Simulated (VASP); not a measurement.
## P: single point with PBE

Crystal: P.

```
CELL_PARAMETERS angstrom
-1.21509 1.21509 1.21509
1.21509 -1.21509 1.21509
1.21509 1.21509 -1.21509
ATOMIC_POSITIONS crystal
P 0.00000 0.00000 0.00000
```

| Quantity | Value |
| --- | --- |
| Program | VASP 6.6.1 |
| Task | single point |
| Functional | PBE |
| Potentials or basis | VASP PAW PBE potentials, release 64 (P) |
| Cutoff | 520 eV |
| k mesh | 22 × 22 × 22 |
| Occupations | fermi-dirac, width 0.1 eV |
| Spin | no spin polarisation |

| Property | Result |
| --- | --- |
| Pressure | 266.2 GPa |

Levels at points of the mesh, in eV from the Fermi level:
```
           k point  band 1  band 2  band 3  band 4  band 5  band 6  band 7
(0.00, 0.00, 0.00)  -25.84   14.15   14.15   14.15   17.21   17.21   17.21
(0.50, 0.00, 0.00)  -14.76  -13.35    6.08    6.17    9.79   12.60   27.09
(0.50, 0.50, 0.50)   -4.40   -4.40   -4.40   -2.37   -2.37    4.07   34.74
```

Wall time 5.6 s on 1 thread of Intel Xeon 6975P-C, with other jobs on the host, peak memory 0.12 GiB.
